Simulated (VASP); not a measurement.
A run of VASP 6.6.1 is set up as follows.

File INCAR:

```
SYSTEM = BeRe
  PREC = Accurate
  ENCUT = 520
  EDIFF = 1E-6
  ISMEAR = 0
  SIGMA = 0.1
  LREAL = .False.
  LASPH = .True.
  NELM = 60
  ALGO = Fast
  ISIF = 2
  LWAVE = .False.
  LCHARG = .False.
  GGA = PE
  NBANDS = 12
```

The input KPOINTS:

```
regular mesh
0
Gamma
  6 6 6
  0 0 0
```

POSCAR

```
BeRe
1.0
    2.8300376866      0.0000000000      0.0000000000
    0.0000000000      2.8300376866      0.0000000000
    0.0000000000      0.0000000000      2.8334355405
Be Re
1 1
Direct
    0.5000000000      0.5000000000      0.5000000000
    0.0000000000      0.0000000000      0.0000000000
```

Potentials or basis: VASP PAW PBE potentials, release 64 (Be, Re).

Run with:

```sh
$ cat potpaw_PBE.64/Be/POTCAR potpaw_PBE.64/Re/POTCAR > POTCAR
$ mpirun -np 1 vasp_std > vasp.out
```

(1) What does it give for the pressure?

## Answers

(1) 0.4 GPa.

Caveat: the k points lie up to 0.37 Å⁻¹ apart.
